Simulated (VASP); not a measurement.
Write the native input for VASP 6.6.1 that does the following.

* Task: relaxation of cell and atoms
* Functional: PBEsol
* Potentials or basis: VASP PAW PBE potentials, release 64 (Rb_sv, Br)
* Cutoff: 600 eV
* k mesh: 7 × 7 × 7
* Occupations: fermi-dirac, width 0.05 eV
* Spin: no spin polarisation
* Dipole correction: no
* Further INCAR settings: ALGO = Normal; EDIFF = 1e-06; IBRION = 2; EDIFFG = -0.005; NSW = 80; ISIF = 3

The structure of RbBr lies in POSCAR:

```
RbBr
1.0
    0.0000000000      3.4270000000      3.4270000000
    3.4270000000      0.0000000000      3.4270000000
    3.4270000000      3.4270000000      0.0000000000
Rb Br
1 1
Direct
    0.0000000000      0.0000000000      0.0000000000
    0.5000000000      0.5000000000      0.5000000000
```

One way to write it, as run:

INCAR

```
SYSTEM = RbBr
PREC = Accurate
ENCUT = 600
EDIFF = 1E-6
ISMEAR = -1
SIGMA = 0.05
LREAL = .FALSE.
LASPH = .TRUE.
NELM = 80
ALGO = Normal
ISIF = 3
LWAVE = .FALSE.
LCHARG = .FALSE.
GGA = PS
IBRION = 2
NSW = 80
EDIFFG = -0.005
```

KPOINTS

```
regular mesh
0
G
  7 7 7
  0 0 0
```

Potentials or basis: VASP PAW PBE potentials, release 64 (Rb_sv, Br).

Run with:

```bash
$ cat potpaw_PBE.64/Rb_sv/POTCAR potpaw_PBE.64/Br/POTCAR > POTCAR
$ mpirun -np 1 vasp_std > vasp.out
```

Results of the run:

- Relaxed volume: 40.21 Å³/atom
- Relaxed cell: a = 4.845 Å, b = 4.845 Å, c = 4.845 Å, α = 60.00°, β = 60.00°, γ = 60.00°
- Space group after relaxing (to 0.05 Å): Fm-3m (No. 225)
- Energy gained by relaxing: 0.0 meV/atom
- Ionic steps: 2
- Pressure after relaxing: 0.0 GPa
- Band gap on the k mesh: 4.21 eV, direct

Caveat: the PAW data sets were made with another functional, which shifts forces and pressure a little.

Wall time 35 s on 1 thread of Intel(R) Xeon(R) Platinum 8488C (Sapphire Rapids) (shared host), peak memory 0.25 GiB.
